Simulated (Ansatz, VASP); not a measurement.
# Sr: VASP beside Ansatz

```
CELL_PARAMETERS angstrom
-3.56185 3.86863 2.14520
3.56185 -3.86305 2.13497
3.56185 3.86305 -2.13497
ATOMIC_POSITIONS crystal
Sr 0.81645 0.29139 0.52506
Sr 0.93355 0.95861 0.97494
```

Alike in both runs: task single point; functional PBE; k mesh 10 × 10 × 10; occupations gaussian, width 0.1 eV; no spin polarisation.

|  | VASP | Ansatz |
| --- | --- | --- |
| version | VASP 6.6.1 | Ansatz 0.2.0 |
| potentials or method | VASP PAW PBE potentials, release 64 (Sr_sv), cutoff 520 eV | scalar-relativistic, plane waves, PAW |
| valence electrons in the cell | 20 | 20 |

VASP gave:

* gap on the k mesh at the Fermi level (eV): none
* pressure (GPa): -0.1
* traceless stress, the component that is largest in VASP (GPa): 2.81
* rms of the force components (eV/Å): 0.281

What did Ansatz give for the same quantities?

gap on the k mesh at the Fermi level (eV): none; pressure (GPa): -0.1; traceless stress, the component that is largest in VASP (GPa): 2.80; rms of the force components (eV/Å): 0.281.

Atom by atom the forces differ by 0.001 eV/Å (rms over components). A gap of «none» marks a metal or a gap that the smearing closes.
